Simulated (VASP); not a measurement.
TiO2:

```
CELL_PARAMETERS angstrom
2.68055 -2.72841 -0.06174
2.67526 2.72312 -0.05440
-2.70909 0.00908 4.80528
ATOMIC_POSITIONS crystal
Ti 0.12195 0.85755 0.23625
Ti 0.87558 0.14822 0.75586
O 0.35401 0.09895 0.67383
O 0.67320 0.94190 0.32167
O 0.96818 0.68269 0.84674
O 0.06404 0.34910 0.17459
```

Base run:

| Property | Result |
| --- | --- |
| Program | VASP 6.6.1 |
| Functional | PBE |
| Potentials or basis | VASP PAW PBE potentials, release 64 (Ti_sv, O) |
| Cutoff | 520 eV |
| k mesh | 6 × 6 × 4 |
| Occupations | gaussian, width 0.02 eV |
| Spin | no spin polarisation |

Its results: pressure 2.7 GPa; largest force 1.837 eV/Å.

**Question.** After a change of settings the same cell gave: pressure 21.1 GPa; largest force 7.333 eV/Å. Which change was it?
A. k mesh from 6 × 6 × 4 to 4 × 4 × 4; further incar settings from ALGO = Normal; EDIFF = 1e-07; NBANDS = 33 to ALGO = Normal; EDIFF = 1e-06; NBANDS = 33
B. k mesh from 6 × 6 × 4 to 6 × 6 × 6; further incar settings from ALGO = Normal; EDIFF = 1e-07; NBANDS = 33 to ALGO = Normal; EDIFF = 1e-06; NBANDS = 33
C. k mesh from 6 × 6 × 4 to 2 × 2 × 2; further incar settings from ALGO = Normal; EDIFF = 1e-07; NBANDS = 33 to ALGO = Normal; EDIFF = 1e-06; NBANDS = 33
D. k mesh from 6 × 6 × 4 to 1 × 1 × 1

**Answer.** D.

Caveats: some runs use coarse meshes; forces of over 1 eV/Å act on the atoms, so gaps and moduli don't describe the material at rest.
